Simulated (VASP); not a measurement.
# W3Br: single point with PBE

W3Br:

```
W Br
1.0
     3.27149    0.00006    0.00059
    -0.00014    6.27473    0.00336
    -0.71681   -0.25270   16.04868
W Br
12 4
Direct
  0.19634 0.86543 0.75853
  0.19827 0.36541 0.75853
  0.73472 0.11952 0.85139
  0.70039 0.61952 0.85139
  0.80366 0.13457 0.24147
  0.80173 0.63459 0.24147
  0.76170 0.12683 0.04749
  0.75903 0.62683 0.04749
  0.23830 0.87317 0.95251
  0.24097 0.37317 0.95251
  0.26528 0.88048 0.14861
  0.29961 0.38048 0.14861
  0.30673 0.11034 0.63210
  0.03309 0.61036 0.63210
  0.69327 0.88966 0.36790
  0.96691 0.38964 0.36790
```

* Program: VASP 6.6.1
* Task: single point
* Functional: PBE
* Potentials or basis: VASP PAW PBE potentials, release 64 (W_sv, Br)
* Cutoff: 500 eV
* k mesh: 10 × 6 × 2
* Occupations: gaussian, width 0.1 eV
* Spin: no spin polarisation
* Dipole correction: no
* Further INCAR settings: ALGO = Normal; EDIFF = 1e-06; NBANDS = 112

| Property | Result |
| --- | --- |
| Pressure | 0.3 GPa |
| Largest force | 0.026 eV/Å |
| Band gap on the k mesh | zero (bands 98 and 99 overlap by 0.58 eV) |

Forces in eV/Å, atoms in the order of the input:
```
W    0.005  0.000 -0.013
W   -0.004  0.001 -0.013
W   -0.005  0.001 -0.002
W    0.005  0.002 -0.002
W   -0.005  0.000  0.013
W    0.004 -0.001  0.013
W   -0.001  0.002  0.006
W    0.001  0.001  0.005
W    0.001 -0.002 -0.006
W   -0.001 -0.001 -0.005
W    0.005 -0.001  0.002
W   -0.005 -0.002  0.002
Br   0.007  0.000 -0.025
Br  -0.007  0.001 -0.025
Br  -0.007  0.000  0.025
Br   0.007 -0.001  0.025
```

Levels at points of the mesh, in eV from the Fermi level:
```tsv
k point	band 94	band 95	band 96	band 97	band 98	band 99	band 100	band 101	band 102	band 103
(0.00, 0.00, 0.00)	-0.69	-0.53	-0.48	-0.34	0.10	0.30	0.32	0.37	0.50	0.66
(0.50, 0.00, 0.00)	-0.49	-0.35	-0.35	0.20	0.20	0.72	0.73	1.01	1.01	1.63
(0.00, 0.50, 0.00)	-1.01	-0.46	-0.46	-0.12	-0.12	0.57	0.57	0.85	0.85	0.95
(0.50, 0.50, 0.00)	-1.07	-0.96	-0.95	0.23	0.24	0.26	0.27	1.10	1.12	1.15
(0.00, 0.00, 0.50)	-0.68	-0.54	-0.48	-0.35	0.11	0.30	0.32	0.38	0.51	0.66
(0.50, 0.00, 0.50)	-0.49	-0.36	-0.35	0.20	0.20	0.71	0.72	1.02	1.02	1.63
(0.00, 0.50, 0.50)	-1.03	-0.46	-0.46	-0.12	-0.12	0.68	0.68	0.85	0.85	0.91
(0.50, 0.50, 0.50)	-1.07	-0.96	-0.96	0.21	0.22	0.28	0.29	1.09	1.12	1.14
```

Run time: 16 min on 4 MPI ranks on Intel(R) Xeon(R) Platinum 8488C (Sapphire Rapids), on a shared host, peak memory 1.4 GiB a rank.

Caveat: spin-orbit coupling is left out, which moves the levels of the heavy elements.
